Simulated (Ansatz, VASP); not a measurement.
# TiAl: VASP beside Ansatz

```xyz
6
Lattice="0.0000 -3.1561 0.0000 0.0000 0.0000 -3.1561 9.4682 0.0000 0.0000" Properties=species:S:1:pos:R:3 pbc="T T T"
Ti    0.0000    0.0000    0.0000
Ti    3.1561    0.0000    0.0000
Ti    6.3122    0.0000    0.0000
Al    1.5780   -1.5780   -1.5780
Al    4.7341   -1.5780   -1.5780
Al    7.8902   -1.5780   -1.5780
```

Alike in both runs: task single point; functional PBEsol; k mesh 14 × 14 × 5; occupations gaussian, width 0.15 eV; no spin polarisation.

```csv
,VASP,Ansatz
version,VASP 6.6.1,Ansatz 0.2.0
potentials or method,"VASP PAW PBE potentials, release 64 (Ti_sv, Al), cutoff 520 eV","scalar-relativistic, plane waves, PAW"
valence electrons in the cell,45,45
```

Ansatz gave:

```
gap on the k mesh at the Fermi level (eV) : none
pressure (GPa)                            : 0.0
```

Q: Which values does VASP return?

A: gap on the k mesh at the Fermi level (eV): none; pressure (GPa): 0.1.

VASP's potentials were made for PBE, not for PBEsol, and Ansatz warns of the same on its side. A gap of «none» marks a metal or a gap that the smearing closes.
